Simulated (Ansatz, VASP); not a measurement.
## One calculation of BeS, two programs

Contents of INCAR:

```
SYSTEM = BeS
PREC = Accurate ; ENCUT = 520
EDIFF = 1E-7 ; ISMEAR = 0
SIGMA = 0.02 ; LREAL = .FALSE.
LASPH = .TRUE. ; NELM = 120
ALGO = Normal ; ISIF = 2
LWAVE = .FALSE. ; LCHARG = .FALSE.
IBRION = 2 ; NSW = 60
EDIFFG = -0.002 ; GGA_COMPAT = .FALSE.
NELMIN = 4
```

Contents of KPOINTS:

```
regular mesh
0
G
  8 8 8
  0 0 0
```

Contents of POSCAR:

```
BeS
1.0
    0.0000000000      2.3740692694      2.3740692694
    2.3740692694      0.0000000000      2.3740692694
    2.3740692694      2.3740692694      0.0000000000
Be S
1 1
Direct
    0.0000000000      0.0000000000      0.0000000000
    0.2500000000      0.2500000000      0.2500000000
```

Input for Ansatz:

```yaml
crystal:
  lattice:
    - [0.0, 2.3740692694, 2.3740692694]
    - [2.3740692694, 0.0, 2.3740692694]
    - [2.3740692694, 2.3740692694, 0.0]
  atoms:
    - { symbol: Be, position: [0.0, 0.0, 0.0] }
    - { symbol: S, position: [0.25, 0.25, 0.25] }
basis:
  ecutwfc: 420
kpoints:
  mp_grid: { grid: [8, 8, 8] }
hamiltonian:
  xc: lda
  pseudopotentials: { kind: paw, azcp: { folder: soft_1 } }
scf:
  occupations: { method: gaussian, width: 0.02 }
output:
  forces: true
  stress: true
  eigenvalues: true
relax:
  adjacent_minimum: "off"
  f_tol: 0.002
  max_steps: 40
```

Change from the starting cell: strained cell.

Alike in both runs: task relaxation of the atoms; functional LDA; k mesh 8 × 8 × 8; occupations gaussian, width 0.02 eV; no spin polarisation.

```csv
,VASP,Ansatz
version,VASP 6.6.1,Ansatz 0.2.0
potentials or method,"VASP PAW LDA potentials, release 64 (Be, S), cutoff 520 eV","scalar-relativistic, plane waves, PAW"
valence electrons in the cell,8,8
```

|  | VASP | Ansatz | Ansatz less VASP |
| --- | --- | --- | --- |
| gap on the k mesh at the Fermi level, each at its own relaxed structure (eV) | 2.76 | 2.75 | -0.006 |

Ansatz warns that its potentials were made for another functional, while VASP's fit it. LDA's correlation is that of Perdew and Zunger in VASP and of Perdew and Wang (1992) in Ansatz. Ansatz's warnings: stress scf threshold loose.

Noted on VASP's run: the relaxation stopped at its first step, so nothing moved.
